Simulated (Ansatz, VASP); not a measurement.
## One calculation of Te2P, two programs

```
Te P
1.0
     5.22825    0.00000    0.00000
    -2.61412    4.52780    0.00000
     0.00000    0.00000    3.16204
Te P
2 1
Cartesian
  0.0000 3.0185 1.5810
  2.6141 1.5093 1.5810
  0.0000 0.0000 0.0000
```

Alike in both runs: functional PBE; k mesh 6 × 6 × 4; occupations gaussian, width 0.1 eV; no spin polarisation.

Ansatz relaxed the structure, and its values are those at the end. VASP's run is a single point on that final structure, the one shown.

|  | VASP | Ansatz |
| --- | --- | --- |
| version | VASP 6.6.1 | Ansatz 0.2.0 |
| potentials or method | VASP PAW PBE potentials, release 64 (Te, P), cutoff 520 eV | scalar-relativistic, plane waves, PAW |
| valence electrons in the cell | 17 | 37 |

Ansatz gave:

| Property | Result |
| --- | --- |
| gap on the k mesh at the Fermi level (eV) | none |
| pressure (GPa) | 0.3 |

Problem. Which values does VASP return?

Solution. gap on the k mesh at the Fermi level (eV): none; pressure (GPa): 0.2.

A gap of «none» marks a metal or a gap that the smearing closes. VASP's potentials hold 17 valence electrons a cell and Ansatz's 37, so a difference there can come from the potentials and not from the codes.

The k mesh is coarse, so the values compare programs but aren't converged. Spin-orbit coupling is off throughout.
